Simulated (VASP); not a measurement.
Runs of VASP 6.6.1 on Tl. Symmetry: R-3m, No. 166, trigonal system. The conventional cell has a = 3.562 Å, b = 3.562 Å, c = 24.721 Å, α = 90.00°, β = 90.00°, γ = 120.00°. Tl (site symmetry -3m) has 12 Tl at 3.46 to 3.56 Å within 4.5 Å. Within 4.4 Å of Tl (site symmetry 3m) lie 12 Tl at 3.38 to 3.56 Å. 

```tsv
level	spin	fixed moment (μB)	k mesh	smearing	gap on the mesh (eV)	pressure (GPa)	moment (μB)	largest force (eV/Å)
PBE	collinear, zero start	-	3 × 3 × 3, shifted	gaussian 0.1 eV	none	(a)	(b)	0.01
PBE	collinear	6.0	3 × 3 × 3	gaussian 0.1 eV	-	10.4	6.00	0.06
PBE	off	-	6 × 6 × 6	gaussian 0.007 eV	none	1.0	-	0.04
revPBE	off	-	2 × 2 × 2	gaussian 0.1 eV	none	2.1	-	0.07
```

Alike in all rows: task single point; potentials or basis VASP PAW PBE potentials, release 64 (Tl_d); cell as given; cutoff (eV) 520.

Task: Estimate the missing entries.

Result: (a) 1.6; (b) 0.00.

Caveats: some runs use coarse meshes; spin-orbit coupling is left out, which moves the levels of the heavy elements; no moment was typed at the start, so none could form (at least some runs); the moment is held away from its start (at least some runs); the total moment is fixed, so each spin has its own Fermi level and the state may be an excited one (at least some runs); the PAW data sets were made with another functional, which shifts forces and pressure a little (at least some runs).

A k mesh can miss the band edges, and the runs leave out spin-orbit coupling on Tl.

A gap of «none» marks levels without a gap at the run's occupations.
